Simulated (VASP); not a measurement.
Here is a VASP 6.6.1 calculation.

Contents of INCAR:

```
  PREC = Accurate
  ENCUT = 600
  EDIFF = 1E-7
  ISMEAR = -1
  SIGMA = 0.05
  LREAL = False
  LASPH = True
  NELM = 150
  ALGO = Normal
  ISIF = 3
  LWAVE = False
  LCHARG = False
  ISPIN = 2
  MAGMOM = 1.7
  LORBIT = 11
  LMAXMIX = 4
  GGA = PE
  IBRION = 2
  NSW = 80
  EDIFFG = -0.01
```

Contents of KPOINTS:

```
regular mesh
0
Gamma
  15 15 15
```

The input POSCAR:

```
Co
1.0
    0.0000000000      1.7691019796      1.7691019796
    1.7691019796      0.0000000000      1.7691019796
    1.7691019796      1.7691019796      0.0000000000
Co
1
Direct
    0.0000000000      0.0000000000      0.0000000000
```

Potentials or basis: VASP PAW PBE potentials, release 64 (Co).

Run with:

```sh
$ cat potpaw_PBE.64/Co/POTCAR > POTCAR
$ mpirun -np 1 vasp_std > vasp.out
```

**Question.** What does it give for the net moment?

**Answer.** 1.65 μB per cell.

**Question.** Estimate the relaxed cell.

**Answer.** a = 2.487 Å, b = 2.487 Å, c = 2.487 Å, α = 60.00°, β = 60.00°, γ = 60.00°.

**Question.** What does it give for the space group after relaxing (to 0.1 Å)?

**Answer.** Fm-3m (No. 225).

The path:
```
step  energy change (eV)  largest force (eV/Å)  pressure (GPa)  volume (Å³)
   1              0.0000                0.0000           -3.57        11.07
   2              0.0003                0.0000            4.14        10.68
   3             -0.0022                0.0000            0.02        10.88
```
